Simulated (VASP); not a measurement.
A run of VASP 6.6.1 is set up as follows.

INCAR

```
PREC = Accurate
ENCUT = 520
EDIFF = 1E-7
ISMEAR = -1
SIGMA = 0.05
LREAL = F
LASPH = T
NELM = 80
ALGO = Normal
ISIF = 2
LWAVE = F
LCHARG = T
GGA = PS
LELF = T
LVHAR = T
NBANDS = 12
```

The input KPOINTS:

```
regular mesh
0
Gamma
  9 9 14
```

File POSCAR:

```
Be
1.0
    3.7961198385      0.0000000000      0.0000000000
    0.0000000000      3.7961198385      0.0000000000
    0.0000000000      0.0000000000      2.3113002848
Be
4
Direct
    0.2974080000      0.2974080000      0.0000000000
    0.7025920000      0.7025920000      0.0000000000
    0.2025920000      0.7974080000      0.5000000000
    0.7974080000      0.2025920000      0.5000000000
```

Potentials or basis: VASP PAW PBE potentials, release 64 (Be).

Command:

```sh
$ cat potpaw_PBE.64/Be/POTCAR > POTCAR
$ mpirun -np 1 vasp_std > vasp.out
```

Problem. Estimate the pressure.

Solution. -5.1 GPa.

Problem. Predict the band gap on the k mesh.

Solution. Zero (bands 4 and 5 overlap by 2.04 eV).

Stress tensor (GPa, compression positive):
```
-4.51  0.00  0.00
 0.00 -4.51  0.00
 0.00  0.00 -6.22
```

Caveat: the cell stands under tension; the PAW data sets were made with another functional, which shifts forces and pressure a little.
